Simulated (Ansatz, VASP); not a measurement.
**Cd: VASP beside Ansatz**

The input INCAR:

```
ALGO = Normal
EDIFF = 1E-6
ENCUT = 520
ISIF = 2
ISMEAR = -1
LASPH = True
LCHARG = False
LREAL = False
LWAVE = False
NBANDS = 32
NELM = 60
PREC = Accurate
SIGMA = 0.1
```

Contents of KPOINTS:

```
k-points
0
Gamma
  13 13 4
```

POSCAR

```
Cd
1.0
    3.1082826289      0.0000000000      0.0000000000
   -1.5541413144      2.6918517188      0.0000000000
    0.0000000000      0.0000000000      9.8770758526
Cd
4
Direct
    1.0000000000      0.0000000000      1.0000000000
    1.0000000000      1.0000000000      0.5000000000
    0.3333333333      0.6666666667      0.2500000000
    0.6666666667      0.3333333333      0.7500000000
```

Input for Ansatz:

```yaml
crystal:
  lattice:
    - [3.1082826289, 0.0, 0.0]
    - [-1.5541413144, 2.6918517188, 0.0]
    - [0.0, 0.0, 9.8770758526]
  atoms:
    - { symbol: Cd, position: [1.0, 0.0, 1.0] }
    - { symbol: Cd, position: [1.0, 1.0, 0.5] }
    - { symbol: Cd, position: [0.3333333333, 0.6666666667, 0.25] }
    - { symbol: Cd, position: [0.6666666667, 0.3333333333, 0.75] }
hamiltonian:
  xc: lda
  pseudopotentials:
    kind: paw
    azcp:
      Cd: "pseudopotentials/Cd.paw.azcp"
basis:
  ecutwfc: 420
  fft_grid_basis: typed
kpoints:
  mp_grid: { grid: [13, 13, 4], shift: [0, 0, 0] }
magnetization:
  spin_polarized: false
scf:
  occupations: { method: fermi_dirac, width: 0.1 }
  lower_state_search: "off"
output:
  stress: true
  write_density: true
  write_potential: true
  elf: true
  volumetric_format: npy
```

Alike in both runs: task single point; functional LDA; k mesh 13 × 13 × 4; occupations fermi-dirac, width 0.1 eV; no spin polarisation.

|  | VASP | Ansatz |
| --- | --- | --- |
| version | VASP 6.6.1 | Ansatz 0.2.0 |
| potentials or method | VASP PAW LDA potentials, release 64 (Cd), cutoff 520 eV | plane waves (420 eV) with PAW, scalar-relativistic |
| valence electrons in the cell | 48 | 80 |

```csv
,VASP,Ansatz,Ansatz less VASP
pressure (GPa),-1.8,-2.3,-0.50
"traceless stress, the component that is largest in VASP (GPa)",0.07,0.03,-0.033
```

Ansatz warns that its potentials were made for another functional, while VASP's fit it. LDA's correlation is that of Perdew and Zunger in VASP and of Perdew and Wang (1992) in Ansatz. VASP's potentials hold 48 valence electrons a cell and Ansatz's 80, so a difference there can come from the potentials and not from the codes.
